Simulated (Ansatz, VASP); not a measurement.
Two plane-wave programs on CdSe

```
Cd Se
1.0
    -0.02050    3.06262    3.06262
     3.06262   -0.02050    3.06262
     3.06262    3.06262   -0.02050
Cd Se
1 1
Cartesian
  -0.0043 -0.0043 -0.0043
  1.5305 1.5305 1.5305
```

Change from the starting cell: epitaxial_111 strain +0.5%.

Alike in both runs: task single point; functional r2SCAN; k mesh 8 × 8 × 8; no spin polarisation.

|  | VASP | Ansatz |
| --- | --- | --- |
| version | VASP 6.6.1 | Ansatz 0.2.0 |
| potentials or method | VASP PAW PBE potentials, release 64 (Cd, Se) | plane waves, PAW |
| plane-wave cutoff (eV) | 520 | 500 |
| occupations | gaussian, width 0.01 eV | fixed |
| valence electrons in the cell | 18 | 36 |

VASP gave:

```
gap on the k mesh at the Fermi level (eV)                     : 0.99
pressure (GPa)                                                : -0.1
traceless stress, the component that is largest in VASP (GPa) : 0.15
```

Problem. What did Ansatz give for the same quantities?

Solution. gap on the k mesh at the Fermi level (eV): 1.00; pressure (GPa): -0.3; traceless stress, the component that is largest in VASP (GPa): 0.15.

VASP's potentials were made for PBE, not for r2SCAN. VASP's potentials hold 18 valence electrons a cell and Ansatz's 36, so a difference there can come from the potentials and not from the codes.
